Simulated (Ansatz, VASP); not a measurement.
**One calculation of HfO2, two programs**

INCAR

```
PREC = Accurate
ENCUT = 520
EDIFF = 1E-6
ISMEAR = 0
SIGMA = 0.05
LREAL = False
LASPH = True
NELM = 100
ALGO = Normal
ISIF = 2
LWAVE = False
LCHARG = True
GGA = PE
LELF = True
LVHAR = True
NBANDS = 18
```

Contents of KPOINTS:

```
regular mesh
0
Gamma
  8 8 8
```

The input POSCAR:

```
HfO2
1.0
    0.0000000000      2.4808633075      2.5489194570
    2.4808633075      0.0000000000      2.5489194570
    2.4808633075      2.4808633075      0.0000000000
Hf O
1 2
Direct
    0.0000000000      0.0000000000      0.0000000000
    0.2500000000      0.2500000000      0.2500000000
    0.7500000000      0.7500000000      0.7500000000
```

Input for Ansatz:

```yaml
crystal:
  lattice:
    - [0.0, 2.4808633075, 2.548919457]
    - [2.4808633075, 0.0, 2.548919457]
    - [2.4808633075, 2.4808633075, 0.0]
  atoms:
    - { symbol: Hf, position: [0.0, 0.0, 0.0] }
    - { symbol: O, position: [0.25, 0.25, 0.25] }
    - { symbol: O, position: [0.75, 0.75, 0.75] }
basis:
  ecutwfc: 520.0
kpoints:
  mp_grid: { grid: [8, 8, 8] }
hamiltonian:
  xc: pbe
  pseudopotentials: { kind: paw, azcp: { folder: soft_1 } }
scf:
  occupations: { method: gaussian, width: 0.05 }
output:
  forces: true
  stress: true
  eigenvalues: true
```

Change from the starting cell: normal strain along x -0.0267, normal strain along y -0.0267.

Alike in both runs: task single point; functional PBE; k mesh 8 × 8 × 8; occupations gaussian, width 0.05 eV; no spin polarisation.

```csv
,VASP,Ansatz
version,VASP 6.6.1,Ansatz 0.2.0
potentials or method,"VASP PAW PBE potentials, release 64 (Hf_pv, O), cutoff 520 eV","scalar-relativistic, plane waves, PAW"
valence electrons in the cell,22,38
```

|  | VASP | Ansatz | Ansatz less VASP |
| --- | --- | --- | --- |
| gap on the k mesh at the Fermi level (eV) | 3.67 | 3.66 | -0.005 |
| least direct gap on the mesh (eV) | 3.76 | 3.74 | -0.021 |
| pressure (GPa) | 10.8 | 15.0 | +4.21 |
| traceless stress, the component that is largest in VASP (GPa) | -8.90 | -8.73 | +0.171 |

One of these differences is far larger than is usual between the two programs; its cause wasn't traced. VASP's potentials hold 22 valence electrons a cell and Ansatz's 38, so a difference there can come from the potentials and not from the codes.

Neither program's run includes spin-orbit coupling.
